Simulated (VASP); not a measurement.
# K3Ag2 (Pm-3m) in VASP: further runs, part 2 of 2

VASP 6.6.1. Earlier steps stand in the parts before.

## 3. Single point, PBE

Input file INCAR:

```
SYSTEM = K3Ag2
PREC = Accurate
ENCUT = 520
EDIFF = 1E-6
ISMEAR = 0
SIGMA = 0.1
LREAL = .False.
LASPH = .True.
NELM = 100
ALGO = Normal
ISIF = 2
LWAVE = .False.
LCHARG = .True.
GGA = PE
LELF = .True.
LVHAR = .True.
NBANDS = 32
```

Input file KPOINTS:

```
Automatic mesh
0
Gamma
  4 4 4
  0 0 0
```

Input file POSCAR:

```
K3Ag2
1.0
    6.6681485800      0.0000000000      0.0000000000
    0.0000000000      6.6681485800      0.0000000000
    0.0000000000      0.0000000000      6.6681485800
K Ag
3 2
Direct
    0.0000000000      0.5000000000      0.5000000000
    0.5000000000      0.0000000000      0.5000000000
    0.5000000000      0.5000000000      0.0000000000
    0.0000000000      0.0000000000      0.0000000000
    0.5000000000      0.5000000000      0.5000000000
```

Potentials or basis: VASP PAW PBE potentials, release 64 (K_sv, Ag).

Started as:

```sh
$ cat potpaw_PBE.64/K_sv/POTCAR potpaw_PBE.64/Ag/POTCAR > POTCAR
$ mpirun -np 1 vasp_std > vasp.out
```

OUTCAR:

```text
SYSTEM = K3Ag2
   PREC = Accurate
   ENCUT = 520
   EDIFF = 1E-6
   ISMEAR = 0
   LREAL = .False.
   LASPH = .True.
   NELM = 100
   ISIF = 2
   GGA = PE

 ion  position               nearest neighbor table
   1  0.000  0.500  0.500-   5 3.33   5 3.33
   2  0.500  0.000  0.500-   5 3.33   5 3.33
   3  0.500  0.500  0.000-   5 3.33   5 3.33
   4  0.000  0.000  0.000-
   5  0.500  0.500  0.500-   1 3.33   2 3.33   3 3.33   3 3.33   2 3.33   1 3.33

  LATTYP: Found a simple cubic cell.
 ALAT       =     6.6681485800

  Lattice vectors:

 A1 = (   6.6681485800,   0.0000000000,   0.0000000000)
 A2 = (   0.0000000000,   6.6681485800,   0.0000000000)
 A3 = (   0.0000000000,   0.0000000000,   6.6681485800)

Analysis of symmetry for initial positions (statically):
=====================================================================
 Subroutine PRICEL returns:
 Original cell was already a primitive cell.

 Routine SETGRP: Setting up the symmetry group for a
 simple cubic supercell.

 Subroutine GETGRP returns: Found 48 space group operations
 (whereof 48 operations were pure point group operations)
 out of a pool of 48 trial point group operations.

The static configuration has the point symmetry O_h .

Analysis of symmetry for dynamics (positions and initial velocities):
=====================================================================
 Subroutine PRICEL returns:
 Original cell was already a primitive cell.

 Routine SETGRP: Setting up the symmetry group for a
 simple cubic supercell.

 Subroutine GETGRP returns: Found 48 space group operations
 (whereof 48 operations were pure point group operations)
 out of a pool of 48 trial point group operations.

The dynamic configuration has the point symmetry O_h .

 Subroutine INISYM returns: Found 48 space group operations
 (whereof 48 operations are pure point group operations),
 and found     1 'primitive' translations
[... 104 lines left out ...]
   IMIX   =      4    mixing-type and parameters
     AMIX     =   0.40;   BMIX     =  1.00
     AMIX_MAG =   1.60;   BMIX_MAG =  1.00
  volume/ion in A,a.u.               =      59.30       400.17
  Fermi-wavevector in a.u.,A,eV,Ry     =   0.898397  1.697724 10.981494  0.807117
  Thomas-Fermi vector in A             =   2.021101
   LORBIT       =      0    0 simple, 1 ext, 2 COOP (PROOUT), +10 PAW based schemes
   GGA     = PE    functional components
   LHFCALC =     F    Hartree Fock is set to
   AEXX    =    0.0000 exact exchange contribution
   IVDW    =     0    specifies the selected vdW correction
   LEPSILON=     F    determine dielectric tensor
   LRPA    =     F    only Hartree local field effects (RPA)
 non-spin polarized calculation
 Gauss-broadening in eV      SIGMA  =   0.10
  energy-cutoff  :      520.00
  volume of cell :      296.49
 maximum number of plane-waves:      8025
 NGX is ok and might be reduce to    50
   NGX = 25   NGY = 25   NGZ = 25

 number of electron      48.9999980 magnetization

 Free energy of the ion-electron system (eV)
  ---------------------------------------------------
  ext. energy  EPLUGINS =         0.00000000
  ---------------------------------------------------
  free energy    TOTEN  =        -7.43470295 eV

  energy without entropy =       -7.39655972  energy(sigma->0) =       -7.41563134

 E-fermi :   0.4720     XC(G=0):  -6.0381

 val. band max:        0.2114486543   @ k =   0.5000   0.5000   0.2500
 cond. band min:       0.5030275048   @ k =   0.5000   0.2500   0.2500
 fundamental gap:      0.2915788505
 Fermi energy:         0.4719628988

 k-point     1 :       0.0000    0.0000    0.0000
  band No.  band energies     occupation
      1     -31.6944      2.00000
      2     -31.6908      2.00000
      3     -31.6908      2.00000
      4     -15.2016      2.00000
      5     -15.2016      2.00000
      6     -15.2016      2.00000
[... 339 lines left out ...]
     31       4.2733      0.00000
     32       4.2733      0.00000

------------------------ aborting loop because EDIFF is reached ----------------------------------------

  FORCE on cell =-STRESS in cart. coord.  units (eV):
  Direction    XX          YY          ZZ          XY          YZ          ZX
  --------------------------------------------------------------------------------------
  -------------------------------------------------------------------------------------
  Total       -1.0351073     -1.0351073     -1.0351073      0.0000000      0.0000000     -0.0000000
  in kB       -5.5934550     -5.5934550     -5.5934550      0.0000000      0.0000000     -0.0000000
  external PRESSURE =      -5.5934550 kB  Pullay stress =       0.0000000 kB

 VOLUME and BASIS-vectors are now :
 -----------------------------------------------------------------------------
  energy-cutoff  :      520.00
  volume of cell :      296.49
      direct lattice vectors                 reciprocal lattice vectors
     6.668148580  0.000000000  0.000000000     0.149966664  0.000000000  0.000000000
     0.000000000  6.668148580  0.000000000     0.000000000  0.149966664  0.000000000
     0.000000000  0.000000000  6.668148580     0.000000000  0.000000000  0.149966664

 POSITION                                       TOTAL-FORCE (eV/Angst)
 -----------------------------------------------------------------------------------
      0.00000      3.33407      3.33407         0.000000      0.000000      0.000000
      3.33407      0.00000      3.33407         0.000000      0.000000      0.000000
      3.33407      3.33407      0.00000         0.000000      0.000000      0.000000
      0.00000      0.00000      0.00000         0.000000      0.000000      0.000000
      3.33407      3.33407      3.33407         0.000000      0.000000      0.000000
 -----------------------------------------------------------------------------------
    total drift:                                0.000000     -0.000000      0.000000

  FREE ENERGIE OF THE ION-ELECTRON SYSTEM (eV)
  ---------------------------------------------------
  free  energy   TOTEN  =        -7.4347029533 eV

  energy  without entropy=       -7.3965597240  energy(sigma->0) =       -7.41563134
```

Wall time 81 s (1 thread of Intel Xeon Platinum 8488C (Sapphire Rapids), shared host); peak memory 0.37 GiB.

Results:

```
Free energy : -7.4347 eV
Pressure    : -0.6 GPa
```

Levels at points of the mesh, in eV from the Fermi level:
| k point | band 21 | band 22 | band 23 | band 24 | band 25 | band 26 | band 27 | band 28 |
| --- | --- | --- | --- | --- | --- | --- | --- | --- |
| (0.00, 0.00, 0.00) | -3.66 | -3.66 | -3.24 | -1.47 | 0.97 | 0.97 | 0.97 | 1.79 |
| (0.50, 0.00, 0.00) | -3.66 | -3.65 | -2.77 | -1.86 | 0.53 | 0.85 | 1.33 | 1.33 |
| (0.50, 0.50, 0.00) | -3.66 | -3.65 | -2.39 | -1.44 | -0.45 | -0.45 | 1.32 | 1.97 |
| (0.50, 0.50, 0.50) | -3.65 | -3.65 | -2.06 | -1.28 | 0.07 | 0.07 | 0.07 | 0.77 |
